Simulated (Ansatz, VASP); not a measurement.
## Ba in VASP and in Ansatz

The input POSCAR:

```
Ba
1.0
   -2.5065000000      2.5065000000      2.5065000000
    2.5065000000     -2.5065000000      2.5065000000
    2.5065000000      2.5065000000     -2.5065000000
Ba
1
Direct
    0.0000000000      0.0000000000      0.0000000000
```

INCAR.step1

```
SYSTEM = Ba
PREC = Accurate
ENCUT = 520
ISMEAR = -1
SIGMA = 0.05
LREAL = .False.
LASPH = .True.
NELM = 100
NBANDS = 11
GGA = PE
ALGO = Normal
EDIFF = 1E-4
LWAVE = .True.
LCHARG = .False.
```

Contents of INCAR.step2:

```
SYSTEM = Ba
PREC = Accurate
ENCUT = 520
EDIFF = 1E-6
ISMEAR = -1
SIGMA = 0.05
LREAL = .False.
LASPH = .True.
NELM = 100
ALGO = Normal
ISIF = 2
LWAVE = .False.
LCHARG = .False.
METAGGA = R2SCAN
LMIXTAU = .True.
NBANDS = 11
ISTART = 1
```

KPOINTS

```
Automatic mesh
0
Gamma
  4 4 4
  0 0 0
```

The input input.yaml:

```yaml
crystal:
  lattice:
    - [-2.5065, 2.5065, 2.5065]
    - [2.5065, -2.5065, 2.5065]
    - [2.5065, 2.5065, -2.5065]
  atoms:
    - { symbol: Ba, position: [0.0, 0.0, 0.0] }
hamiltonian:
  xc: r2scan
  pseudopotentials: { kind: paw }
kpoints:
  mp_grid: { grid: [4, 4, 4] }
  band_path:
    path:
      - [[0.0, 0.0, 0.0], [0.5, -0.5, 0.5], [0.0, 0.0, 0.5], [0.0, 0.0, 0.0], [0.25, 0.25, 0.25], [0.5, -0.5, 0.5]]
      - [[0.25, 0.25, 0.25], [0.0, 0.0, 0.5]]
    npoints: 14
scf:
  occupations: { method: fermi_dirac, width: 0.05 }
  n_extra_bands: 6
output:
  forces: true
  stress: true
  eigenvalues: true
  fatbands: false
  write_density: true
  write_potential: true
  elf: true
  volumetric_format: npy
```

Alike in both runs: functional r2SCAN; k mesh 4 × 4 × 4; occupations fermi-dirac, width 0.05 eV; no spin polarisation.

|  | VASP | Ansatz |
| --- | --- | --- |
| version | VASP 6.6.1 | Ansatz 0.2.0 |
| potentials or method | VASP PAW PBE potentials, release 64 (Ba_sv) | Ansatz PAW |
| plane-wave cutoff (eV) | 520 | 500 |
| valence electrons in the cell | 10 | 10 |
| task | single point | band structure |

|  | VASP | Ansatz | Ansatz less VASP |
| --- | --- | --- | --- |
| gap on the k mesh at the Fermi level (eV) | none | none | - |
| pressure (GPa) | 0.7 | 0.7 | -0.03 |

VASP's potentials were made for PBE, not for r2SCAN. A gap of «none» marks a metal or a gap that the smearing closes. With one functional, cell and mesh, what is left measures potentials, basis and numerics.

The k mesh is coarse, so the values compare programs but aren't converged. Spin-orbit coupling is off throughout.
